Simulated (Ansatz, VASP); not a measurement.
# One calculation of Sc2BP3, two programs

```
Sc B P
1.0
     4.25780    0.00000    0.00000
    -2.12890    3.68736    0.00000
     0.00000    0.00000    8.94673
Sc B P
2 1 3
Direct
  0.66667 0.33333 0.50000
  0.33333 0.66667 0.00000
  0.33333 0.66667 0.50000
  0.33333 0.66667 0.30476
  0.33333 0.66667 0.69524
  0.66667 0.33333 0.00000
```

Alike in both runs: task relaxation of cell and atoms; functional PBE; k mesh 12 × 12 × 4; occupations gaussian, width 0.1 eV; no spin polarisation.

|  | VASP | Ansatz |
| --- | --- | --- |
| version | VASP 6.6.1 | Ansatz 0.2.0 |
| potentials or method | VASP PAW PBE potentials, release 64 (Sc_sv, B, P), cutoff 600 eV | scalar-relativistic, plane waves, PAW |
| valence electrons in the cell | 40 | 40 |

```tsv
	VASP	Ansatz	Ansatz less VASP
gap on the k mesh at the Fermi level, each at its own relaxed structure (eV)	none	none	-
relaxed volume (Å³/atom)	23.31	23.28	-0.034
relaxed length of the cell vector where the two differ most in proportion (Å)	4.266	4.264	-0.0021
```

A gap of «none» marks a metal or a gap that the smearing closes.
